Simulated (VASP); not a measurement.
Set up this calculation in VASP 6.6.1, as the native input.

| Item | Value |
| --- | --- |
| Task | single point |
| Functional | PBEsol |
| Potentials or basis | VASP PAW PBE potentials, release 64 (Sn_d) |
| Cutoff | 520 eV |
| k mesh | 11 × 11 × 11 |
| Occupations | fermi-dirac, width 0.05 eV |
| Spin | no spin polarisation |
| Dipole correction | no |
| Further INCAR settings | ALGO = Fast; EDIFF = 1e-06; NBANDS = 13 |

The structure of Sn lies in POSCAR:

```
Sn
1.0
   -1.7440677641      1.7935733200      2.2915751600
    1.7440677641     -1.7935733200      2.2915751600
    1.7440677641      1.7935733200     -2.2915751600
Sn
1
Direct
    0.0000000000      0.0000000000      0.0000000000
```

The input as run:

INCAR

```
PREC     = Accurate       # precision mode
ENCUT    = 520            # plane-wave cutoff, eV
EDIFF    = 1E-6           # SCF threshold, eV
ISMEAR   = -1             # smearing method
SIGMA    = 0.05           # smearing width, eV
LREAL    = False          # projectors in reciprocal space
LASPH    = True           # aspherical terms in the spheres
NELM     = 100            # most SCF steps
ALGO     = Fast           # electronic algorithm
ISIF     = 2              # what is computed and relaxed
LWAVE    = False          # write WAVECAR
LCHARG   = True           # write CHGCAR
GGA      = PS             # functional
LELF     = True           # ELF
LVHAR    = True         
NBANDS   = 13             # bands
```

KPOINTS

```
Automatic mesh
0
Gamma
  11 11 11
```

Potentials or basis: VASP PAW PBE potentials, release 64 (Sn_d).

Command:

```console
$ cat potpaw_PBE.64/Sn_d/POTCAR > POTCAR
$ mpirun -np 1 vasp_std > vasp.out
```

It gave:

```json
{
 "Pressure": "-3.6 GPa",
 "Band gap on the k mesh": "zero (band 7 reaches 14.41 eV, above the bottom of band 8 at 5.57 eV)"
}
```

Caveat: the PAW data sets were made with another functional, which shifts forces and pressure a little; spin-orbit coupling is left out, which moves the levels of the heavy elements.

Wall time 100 s on 1 thread of Intel(R) Xeon(R) Platinum 8488C (Sapphire Rapids), with other jobs on the host, peak memory 0.21 GiB.
